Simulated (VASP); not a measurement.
Wanted: the native input for a VASP 6.6.1 run.

* Task: electric field gradients
* Functional: LDA
* Potentials or basis: VASP PAW LDA potentials, release 64 (Pb_d, O)
* Cutoff: 520 eV
* k mesh: 7 × 7 × 6
* Occupations: fermi-dirac, width 0.03 eV
* Spin: no spin polarisation
* Dipole correction: no
* Further INCAR settings: ALGO = Normal; EDIFF = 1e-08; NBANDS = 28

The structure of PbO lies in POSCAR:

```
PbO
1.0
    3.9744000000      0.0000000000      0.0000000000
    0.0000000000      3.9744000000      0.0000000000
    0.0000000000      0.0000000000      4.9215600000
Pb O
2 2
Direct
    0.0000000000      0.5000000000      0.2351000000
    0.5000000000      0.0000000000      0.7649000000
    0.0000000000      0.0000000000      0.0000000000
    0.5000000000      0.5000000000      0.0000000000
```

This cell differs from its parent crystal: zz strain of -2 %.

One way to write it, as run:

INCAR

```
SYSTEM = PbO
  PREC = Accurate
  ENCUT = 520
  EDIFF = 1E-8
  ISMEAR = -1
  SIGMA = 0.03
  LREAL = .False.
  LASPH = .True.
  NELM = 80
  ALGO = Normal
  ISIF = 2
  LWAVE = .False.
  LCHARG = .False.
  LEFG = .True.
  NBANDS = 28
```

KPOINTS

```
Automatic mesh
0
Gamma
  7 7 6
  0 0 0
```

Potentials or basis: VASP PAW LDA potentials, release 64 (Pb_d, O).

Launch:

```console
$ cat potpaw_LDA.64/Pb_d/POTCAR potpaw_LDA.64/O/POTCAR > POTCAR
$ mpirun -np 1 vasp_std > vasp.out
```

It gave:

```yaml
Pressure: -0.1 GPa
Largest_force: 0.261 eV/Å
Band_gap_on_the_k_mesh: 1.46 eV, indirect (least direct gap 2.22 eV)
```

Caveat: the cell differs from its parent crystal (zz strain of -2 %); without QUAD_EFG the Cq values of the log hold for a quadrupole moment of 1 mb, not for the nuclei; spin-orbit coupling is left out, which moves the levels of the heavy elements.

Run time: 2.3 min on 1 thread of AMD EPYC 7R43 64-Core Processor (Zen 3), on a shared host, peak memory 0.16 GiB.
